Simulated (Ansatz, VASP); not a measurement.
# SiC in VASP and in Ansatz

```
Si C
1.0
     3.06504    0.00000    0.00000
    -1.53252    2.65440    0.00000
     0.00000    0.00000    5.16367
Si C
2 2
Cartesian
  0.0000 1.7696 0.0236
  1.5325 0.8848 2.6054
  0.0000 1.7696 1.8874
  1.5325 0.8848 4.4692
```

Alike in both runs: task single point; functional PBE; k mesh 12 × 12 × 6; occupations gaussian, width 0.05 eV; no spin polarisation.

|  | VASP | Ansatz |
| --- | --- | --- |
| version | VASP 6.6.1 | Ansatz 0.2.0 |
| potentials or method | VASP PAW PBE potentials, release 64 (Si, C), cutoff 520 eV | scalar-relativistic, plane waves, PAW |
| valence electrons in the cell | 16 | 16 |

Ansatz gave:

```
gap on the k mesh at the Fermi level (eV)                     : 1.64
least direct gap on the mesh (eV)                             : 3.99
pressure (GPa)                                                : -0.1
traceless stress, the component that is largest in VASP (GPa) : -4.42
rms of the force components (eV/Å)                            : 0.703
```

Q: What did VASP give for the same quantities?

A: gap on the k mesh at the Fermi level (eV): 1.64; least direct gap on the mesh (eV): 3.98; pressure (GPa): -0.1; traceless stress, the component that is largest in VASP (GPa): -4.46; rms of the force components (eV/Å): 0.703.

Atom by atom the forces differ by 0.000 eV/Å (rms over components). The functional is the same, so the differences come from potentials, cutoffs and numerics.
